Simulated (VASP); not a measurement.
# Ru (R-3m) in VASP: further runs, part 3 of 3

VASP 6.6.1. The steps go on from the part before.

## (5) Single point, PBE

This run uses another cell than the first one, of 15.44 Å³/atom, 1.207 times its volume.

Contents of INCAR:

```
SYSTEM = Ru
ALGO = Fast ; EDIFF = 1E-6
ENCUT = 520 ; GGA = PE
ISIF = 2 ; ISMEAR = 0
LASPH = .True. ; LCHARG = .False.
LREAL = .False. ; LWAVE = .False.
NBANDS = 13 ; NELM = 60
PREC = Accurate ; SIGMA = 0.15
```

Contents of KPOINTS:

```
k-points
0
Gamma
  20 20 20
  0 0 0
```

Contents of POSCAR:

```
Ru
1.0
   -0.0333389707      1.9598552054      1.9598552054
    1.9598552054     -0.0333389707      1.9598552054
    1.9598552054      1.9598552054     -0.0333389707
Ru
1
Direct
    0.0000000000      0.0000000000      0.0000000000
```

Potentials or basis: VASP PAW PBE potentials, release 64 (Ru_pv).

On the command line:

```bash
> cat potpaw_PBE.64/Ru_pv/POTCAR > POTCAR
> mpirun -np 1 vasp_std > vasp.out
```

OUTCAR:

```text
SYSTEM = Ru
   EDIFF = 1E-6
   ENCUT = 520
   GGA = PE
   ISIF = 2
   ISMEAR = 0
   LASPH = .True.
   LREAL = .False.
   NELM = 60
   PREC = Accurate

 ion  position               nearest neighbor table
   1  0.000  0.000  0.000-

  LATTYP: Found a trigonal (rhomboedric) cell.
 ALAT       =     2.7718543142
 COS(alpha) =     0.4829191928

  Lattice vectors:

 A1 = (  -0.0333389707,   1.9598552054,   1.9598552054)
 A2 = (   1.9598552054,  -0.0333389707,   1.9598552054)
 A3 = (   1.9598552054,   1.9598552054,  -0.0333389707)

Analysis of symmetry for initial positions (statically):
=====================================================================
 Subroutine PRICEL returns:
 Original cell was already a primitive cell.

 Routine SETGRP: Setting up the symmetry group for a
 trigonal (rhombohedral) supercell.

 Subroutine GETGRP returns: Found 12 space group operations
 (whereof 12 operations were pure point group operations)
 out of a pool of 12 trial point group operations.

The static configuration has the point symmetry D_3d.

Analysis of symmetry for dynamics (positions and initial velocities):
=====================================================================
 Subroutine PRICEL returns:
 Original cell was already a primitive cell.

 Routine SETGRP: Setting up the symmetry group for a
 trigonal (rhombohedral) supercell.

 Subroutine GETGRP returns: Found 12 space group operations
 (whereof 12 operations were pure point group operations)
 out of a pool of 12 trial point group operations.

The dynamic configuration has the point symmetry D_3d.

 Subroutine INISYM returns: Found 12 space group operations
 (whereof 12 operations are pure point group operations),
 and found     1 'primitive' translations

----------------------------------------------------------------------------------------
[... 116 lines left out ...]
   GGA     = PE    functional components
   LHFCALC =     F    Hartree Fock is set to
   AEXX    =    0.0000 exact exchange contribution
   IVDW    =     0    specifies the selected vdW correction
   LEPSILON=     F    determine dielectric tensor
   LRPA    =     F    only Hartree local field effects (RPA)
 non-spin polarized calculation
 RMM-DIIS sequential band-by-band and
 Gauss-broadening in eV      SIGMA  =   0.15
  energy-cutoff  :      520.00
  volume of cell :       15.44
 maximum number of plane-waves:       427
 NGX is ok and might be reduce to    24
   NGX = 11   NGY = 11   NGZ = 11

 number of electron      14.0000000 magnetization

 Free energy of the ion-electron system (eV)
  ---------------------------------------------------
  ext. energy  EPLUGINS =         0.00000000
  ---------------------------------------------------
  free energy    TOTEN  =        -8.97588770 eV

  energy without entropy =       -8.95915051  energy(sigma->0) =       -8.96751911

 E-fermi :  10.5620     XC(G=0): -13.3333

 val. band max:       10.5609443345   @ k =  -0.1500   0.0500   0.0000
 cond. band min:      10.5627658221   @ k =  -0.3500   0.4000   0.1000
 fundamental gap:      0.0018214876
 Fermi energy:        10.5619778203

 k-point     1 :       0.0000    0.0000    0.0000
  band No.  band energies     occupation
      1     -31.8541      2.00000
      2     -31.8541      2.00000
      3     -31.8241      2.00000
      4       3.4074      2.00000
      5       8.3163      2.00000
      6       8.3163      2.00000
      7       8.6374      2.00000
      8      10.4403      1.74851
      9      10.4403      1.74851
     10      21.2651      0.00000
     11      25.6286      0.00000
     12      30.4419      0.00000
     13      30.4434      0.00000
[... 354 lines left out ...]
  band No.  band energies     occupation
      1     -32.4137      2.00000
      2     -31.9392      2.00000
      3     -31.9087      2.00000
      4       5.5456      2.00000
      5       8.3288      2.00000
      6       8.7116      2.00000
      7       9.4810      2.00000
      8      11.2468      0.00000
      9      11.8069      0.00000
     10      21.2584      0.00000
     11      21.4828      0.00000
     12      26.0969      0.00000
     13      30.9392      0.00000

 [... further k-points ...]

------------------------ aborting loop because EDIFF is reached ----------------------------------------

  FORCE on cell =-STRESS in cart. coord.  units (eV):
  Direction    XX          YY          ZZ          XY          YZ          ZX
  --------------------------------------------------------------------------------------
  -------------------------------------------------------------------------------------
  Total       -2.4655806     -2.4655806     -2.4655806      0.2689587      0.2689587      0.2689587
  in kB     -255.8504929   -255.8504929   -255.8504929     27.9095399     27.9095399     27.9095399
  external PRESSURE =    -255.8504929 kB  Pullay stress =       0.0000000 kB

 VOLUME and BASIS-vectors are now :
 -----------------------------------------------------------------------------
  energy-cutoff  :      520.00
  volume of cell :       15.44
      direct lattice vectors                 reciprocal lattice vectors
    -0.033338971  1.959855205  1.959855205    -0.248701702  0.253005563  0.253005563
     1.959855205 -0.033338971  1.959855205     0.253005563 -0.248701702  0.253005563
     1.959855205  1.959855205 -0.033338971     0.253005563  0.253005563 -0.248701702

 POSITION                                       TOTAL-FORCE (eV/Angst)
 -----------------------------------------------------------------------------------
      0.00000      0.00000      0.00000         0.000000     -0.000000     -0.000000
 -----------------------------------------------------------------------------------
    total drift:                                0.000000      0.000000     -0.000000

  FREE ENERGIE OF THE ION-ELECTRON SYSTEM (eV)
  ---------------------------------------------------
  free  energy   TOTEN  =        -8.9758877040 eV

  energy  without entropy=       -8.9591505126  energy(sigma->0) =       -8.96751911
```

OSZICAR:

```text
N       E                     dE             d eps       ncg     rms          rms(c)
DAV:   1     0.106051824660E+03    0.10605E+03   -0.84243E+03 20387   0.112E+03
DAV:   2    -0.841794436685E+01   -0.11447E+03   -0.11003E+03 21826   0.319E+02
DAV:   3    -0.968601502686E+01   -0.12681E+01   -0.12617E+01 23166   0.371E+01
DAV:   4    -0.968994274426E+01   -0.39277E-02   -0.39276E-02 22186   0.223E+00
DAV:   5    -0.968997048995E+01   -0.27746E-04   -0.27747E-04 23326   0.171E-01    0.939E+00
RMM:   6    -0.900504892414E+01    0.68492E+00   -0.11945E+00 20570   0.106E+01    0.195E+00
RMM:   7    -0.897893696958E+01    0.26112E-01   -0.70341E-02 20792   0.265E+00    0.581E-01
RMM:   8    -0.897598331062E+01    0.29537E-02   -0.73550E-03 22042   0.962E-01    0.111E-01
RMM:   9    -0.897588942833E+01    0.93882E-04   -0.77199E-04 23800   0.304E-01    0.361E-02
RMM:  10    -0.897589105107E+01   -0.16227E-05   -0.83417E-05 23819   0.116E-01    0.113E-02
RMM:  11    -0.897588765721E+01    0.33939E-05   -0.12088E-05 24016   0.413E-02    0.190E-03
RMM:  12    -0.897588770401E+01   -0.46809E-07   -0.17807E-06 16068   0.181E-02
   1 F= -.89758877E+01 E0= -.89675191E+01  d E =-.167372E-01
```

Wall time 99 s (1 thread of AMD EPYC 9R45 (Zen 5), shared host); peak memory 0.23 GiB.

What came out:

```
Free energy            : -8.9759 eV
Pressure               : -25.6 GPa
Band gap on the k mesh : zero (band 7 reaches 12.37 eV, above the bottom of band 8 at 9.55 eV)
```

## (6) Single point, PBE

This run uses another cell than the first one, of 15.41 Å³/atom, 1.205 times its volume.

Contents of INCAR:

```
SYSTEM = Ru
PREC = Accurate
ENCUT = 520
EDIFF = 1E-7
ISMEAR = 0
SIGMA = 0.15
LREAL = .False.
LASPH = .True.
NELM = 100
ALGO = Fast
ISIF = 2
LWAVE = .False.
LCHARG = .False.
GGA = PE
NBANDS = 13
```

Contents of KPOINTS:

```
regular mesh
0
Gamma
  20 20 20
  0 0 0
```

Contents of POSCAR:

```
Ru
1.0
   -0.1000169121      1.9265162347      1.9265162347
    1.9265162347     -0.1000169121      1.9265162347
    1.9265162347      1.9265162347     -0.1000169121
Ru
1
Direct
    0.0000000000      0.0000000000      0.0000000000
```

Potentials or basis: VASP PAW PBE potentials, release 64 (Ru_pv).

On the command line:

```bash
> cat potpaw_PBE.64/Ru_pv/POTCAR > POTCAR
> mpirun -np 1 vasp_std > vasp.out
```

Run time: 75 s. Hardware: 1 thread of AMD EPYC 9R45 (Zen 5), shared host; peak memory 0.22 GiB.

It converged, with:

```
Free energy            : -8.9243 eV
Pressure               : -23.7 GPa
Band gap on the k mesh : zero (band 7 reaches 12.35 eV, above the bottom of band 8 at 9.43 eV)
```

Stress tensor (GPa, compression positive):
```
-23.71   8.43   8.43
  8.43 -23.71   8.43
  8.43   8.43 -23.71
```

Levels at points of the mesh, in eV from the Fermi level:
```
           k point  band 4  band 5  band 6  band 7  band 8  band 9  band 10  band 11
(0.00, 0.00, 0.00)   -7.17   -2.53   -2.53   -1.50   -0.06   -0.06    10.71    15.01
(0.50, 0.00, 0.00)   -5.19   -2.71   -1.63    0.74    1.02    1.57     8.27    10.71
(0.50, 0.50, 0.00)   -5.34   -4.94    1.22    1.75    1.98    3.34    10.71    11.73
(0.50, 0.50, 0.50)   -5.18   -2.42   -2.42    1.62    1.62    1.76     9.69    10.71
```

## (7) Summary

| cell | gap on the mesh (eV) | pressure (GPa) |
| --- | --- | --- |
| a = 2.558 Å, angles 63.6°, 1 atom | none | 32.2 |
| a = 2.708 Å, angles 57.7°, 1 atom | none | 14.4 |
| a = 2.749 Å, angles 62.3°, 1 atom | none | -24.8 |
| a = 2.772 Å, angles 61.1°, 1 atom | none | -25.6 |
| a = 2.726 Å, angles 63.4°, 1 atom | none | -23.7 |

Alike in all rows: task single point; level PBE; potentials or basis VASP PAW PBE potentials, release 64 (Ru_pv); no spin polarisation; k mesh 20 × 20 × 20; cutoff (eV) 520; smearing gaussian 0.15 eV.

Total energies depend on the potentials used, so only differences within one code and one set of settings carry meaning.
